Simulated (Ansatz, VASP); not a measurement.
One calculation of Be3ZnTe4, two programs

The input INCAR:

```
SYSTEM = Be3ZnTe4
PREC = Accurate
ENCUT = 600
EDIFF = 1E-6
ISMEAR = 0
SIGMA = 0.02
LREAL = .FALSE.
LASPH = .TRUE.
NELM = 100
ALGO = Normal
ISIF = 3
LWAVE = .FALSE.
LCHARG = .FALSE.
GGA = PE
IBRION = 2
NSW = 100
EDIFFG = -0.01
```

Contents of KPOINTS:

```
Automatic mesh
0
G
  6 6 6
  0 0 0
```

File POSCAR:

```
Be3ZnTe4
1.0
    5.7955781000      0.0000000000      0.0000000000
    0.0000000000      5.7955781000      0.0000000000
    0.0000000000      0.0000000000      5.7955781000
Be Zn Te
3 1 4
Direct
    0.0000000000      0.5000000000      0.0000000000
    0.0000000000      0.0000000000      0.5000000000
    0.5000000000      0.0000000000      0.0000000000
    0.5000000000      0.5000000000      0.5000000000
    0.2393510000      0.7606490000      0.7606490000
    0.2393510000      0.2393510000      0.2393510000
    0.7606490000      0.7606490000      0.2393510000
    0.7606490000      0.2393510000      0.7606490000
```

Input for Ansatz:

```yaml
crystal:
  lattice:
    - [5.7955781, 0.0, 0.0]
    - [0.0, 5.7955781, 0.0]
    - [0.0, 0.0, 5.7955781]
  atoms:
    - { symbol: Be, position: [0.0, 0.5, 0.0] }
    - { symbol: Be, position: [0.0, 0.0, 0.5] }
    - { symbol: Be, position: [0.5, 0.0, 0.0] }
    - { symbol: Zn, position: [0.5, 0.5, 0.5] }
    - { symbol: Te, position: [0.239351, 0.760649, 0.760649] }
    - { symbol: Te, position: [0.239351, 0.239351, 0.239351] }
    - { symbol: Te, position: [0.760649, 0.760649, 0.239351] }
    - { symbol: Te, position: [0.760649, 0.239351, 0.760649] }
basis:
  ecutwfc: 420
kpoints:
  mp_grid: { grid: [6, 6, 6] }
hamiltonian:
  xc: pbe
scf:
  occupations: { method: gaussian, width: 0.02 }
output:
  forces: true
  stress: true
  eigenvalues: true
relax:
  adjacent_minimum: "off"
  f_tol: 0.01
  max_steps: 80
  cell: { stress_tol: 0.05 }
```

Alike in both runs: task relaxation of cell and atoms; functional PBE; k mesh 6 × 6 × 6; occupations gaussian, width 0.02 eV; no spin polarisation.

|  | VASP | Ansatz |
| --- | --- | --- |
| version | VASP 6.6.1 | Ansatz 0.2.0 |
| potentials or method | VASP PAW PBE potentials, release 64 (Be, Zn, Te), cutoff 600 eV | scalar-relativistic, plane waves, PAW |
| valence electrons in the cell | 42 | 82 |

|  | VASP | Ansatz | Ansatz less VASP |
| --- | --- | --- | --- |
| gap on the k mesh at the Fermi level, each at its own relaxed structure (eV) | 1.87 | 1.88 | +0.010 |
| relaxed volume (Å³/atom) | 24.39 | 24.33 | -0.058 |
| relaxed length of the cell vector where the two differ most in proportion (Å) | 5.800 | 5.796 | -0.0046 |

VASP's potentials hold 42 valence electrons a cell and Ansatz's 82, so a difference there can come from the potentials and not from the codes.

Spin-orbit coupling is off throughout.
